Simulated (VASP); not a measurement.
## BiTe: single point with PBE

Crystal: BiTe.

```
Bi Te
1.0
     0.00000    3.23500    3.23500
     3.23500    0.00000    3.23500
     3.23500    3.23500    0.00000
Bi Te
1 1
Direct
  0.00000 0.00000 0.00000
  0.50000 0.50000 0.50000
```

```json
{"Program": "VASP 6.6.1", "Task": "single point", "Functional": "PBE", "Potentials or basis": "VASP PAW PBE potentials, release 64 (Bi_d, Te)", "Cutoff": "500 eV", "k mesh": "4 × 4 × 4", "Occupations": "methfessel-paxton, width 0.1 eV", "Spin": "no spin polarisation", "Dipole correction": "no", "Further INCAR settings": "ALGO = Normal; EDIFF = 1e-06; NBANDS = 18"}
```

The pressure is 0.5 GPa. The band gap on the k mesh is zero (an odd number of electrons rules out a gap without spin polarisation).

Levels at points of the mesh, in eV from the Fermi level:
```
           k point  band 7  band 8  band 9  band 10  band 11  band 12  band 13  band 14
(0.00, 0.00, 0.00)   -8.09   -2.52   -2.52    -2.52     2.19     2.19     2.19     4.70
(0.50, 0.00, 0.00)  -11.20   -1.89   -1.89    -1.57    -0.78    -0.58    -0.58     7.37
(0.50, 0.50, 0.00)   -9.91   -5.63   -3.98    -3.98     2.28     3.62     3.62     4.99
```

It took 11 s on 1 thread of AMD EPYC 7R13 Processor (Zen 3), with other jobs on the host, peak memory 0.17 GiB.

Caveat: the k points lie up to 0.42 Å⁻¹ apart, too coarse for converged energies and pressures of a metal; spin-orbit coupling is left out, which moves the levels of the heavy elements.
